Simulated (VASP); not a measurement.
Set up this calculation in VASP 6.6.1, as the native input.

- Task: relaxation of cell and atoms
- Functional: PBE
- Potentials or basis: VASP PAW PBE potentials, release 64 (Ge_d, Pt)
- Cutoff: 600 eV
- k mesh: 18 × 18 × 18
- Occupations: gaussian, width 0.1 eV
- Spin: no spin polarisation
- Dipole correction: no
- Further INCAR settings: ALGO = Normal; EDIFF = 1e-07; IBRION = 2; EDIFFG = -0.01; NSW = 100; ISIF = 3

The structure of GePt lies in POSCAR:

```
GePt
1.0
    0.0000000000      2.6268401000      2.6268401000
    2.6268401000      0.0000000000      2.6268401000
    2.6268401000      2.6268401000      0.0000000000
Ge Pt
1 1
Direct
    0.5000000000      0.5000000000      0.5000000000
    0.0000000000      0.0000000000      0.0000000000
```

One way to write it, as run:

INCAR

```
SYSTEM = GePt
  ALGO = Normal
  EDIFF = 1E-7
  EDIFFG = -0.01
  ENCUT = 600
  GGA = PE
  IBRION = 2
  ISIF = 3
  ISMEAR = 0
  LASPH = .TRUE.
  LCHARG = .FALSE.
  LREAL = .FALSE.
  LWAVE = .FALSE.
  NELM = 100
  NSW = 100
  PREC = Accurate
  SIGMA = 0.1
```

KPOINTS

```
k-points
0
G
  18 18 18
  0 0 0
```

Potentials or basis: VASP PAW PBE potentials, release 64 (Ge_d, Pt).

The run is started by

```sh
$ cat potpaw_PBE.64/Ge_d/POTCAR potpaw_PBE.64/Pt/POTCAR > POTCAR
$ mpirun -np 1 vasp_std > vasp.out
```

It gave:

The relaxed volume is 17.72 Å³/atom. The relaxed cell is a = 3.687 Å, b = 3.687 Å, c = 3.687 Å, α = 60.00°, β = 60.00°, γ = 60.00° and the space group after relaxing (to 0.05 Å) is Fm-3m (No. 225). The energy gained by relaxing is 3.8 meV/atom. The ionic steps are 3, the pressure after relaxing is 0.0 GPa and the band gap on the k mesh is zero (band 12 reaches 10.64 eV, above the bottom of band 13 at 7.24 eV).

Caveat: spin-orbit coupling is left out, which moves the levels of the heavy elements.

It took 9.1 min on 1 thread of Intel Xeon 8259CL (shared host), peak memory 0.3 GiB.
